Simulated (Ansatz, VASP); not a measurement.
## AlRu in VASP and in Ansatz

The input INCAR:

```
  ALGO = Fast
  EDIFF = 1E-7
  ENCUT = 520
  GGA = PE
  ISIF = 2
  ISMEAR = 0
  LASPH = T
  LCHARG = F
  LREAL = F
  LWAVE = F
  NBANDS = 16
  NELM = 60
  PREC = Accurate
  SIGMA = 0.15
```

File KPOINTS:

```
k-points
0
Gamma
  18 18 18
```

Contents of POSCAR:

```
AlRu
1.0
    2.8980505923      0.0000000000      0.0000000000
    0.0000000000      2.8980505923      0.0000000000
    0.0000000000      0.0000000000      3.1878556515
Al Ru
1 1
Direct
    0.0000000000      0.0000000000      0.0000000000
    0.5000000000      0.5000000000      0.5000000000
```

Input for Ansatz:

```yaml
crystal:
  lattice:
    - [2.8980505923, 0.0, 0.0]
    - [0.0, 2.8980505923, 0.0]
    - [0.0, 0.0, 3.1878556515]
  atoms:
    - { symbol: Al, position: [0.0, 0.0, 0.0] }
    - { symbol: Ru, position: [0.5, 0.5, 0.5] }
basis:
  ecutwfc: 420
kpoints:
  mp_grid: { grid: [18, 18, 18] }
hamiltonian:
  xc: pbe
scf:
  occupations: { method: gaussian, width: 0.15 }
output:
  forces: true
  stress: true
  eigenvalues: true
  write_density: true
  write_potential: true
  elf: true
  volumetric_format: npy
```

Alike in both runs: task single point; functional PBE; k mesh 18 × 18 × 18; occupations gaussian, width 0.15 eV; no spin polarisation.

|  | VASP | Ansatz |
| --- | --- | --- |
| version | VASP 6.6.1 | Ansatz 0.2.0 |
| potentials or method | VASP PAW PBE potentials, release 64 (Al, Ru_pv), cutoff 520 eV | scalar-relativistic, plane waves, PAW |
| valence electrons in the cell | 17 | 19 |

|  | VASP | Ansatz | Ansatz less VASP |
| --- | --- | --- | --- |
| gap on the k mesh at the Fermi level (eV) | none | none | - |
| pressure (GPa) | 3.5 | 3.5 | +0.03 |
| traceless stress, the component that is largest in VASP (GPa) | -10.38 | -10.37 | +0.007 |

A gap of «none» marks a metal or a gap that the smearing closes. VASP's potentials hold 17 valence electrons a cell and Ansatz's 19, so a difference there can come from the potentials and not from the codes.
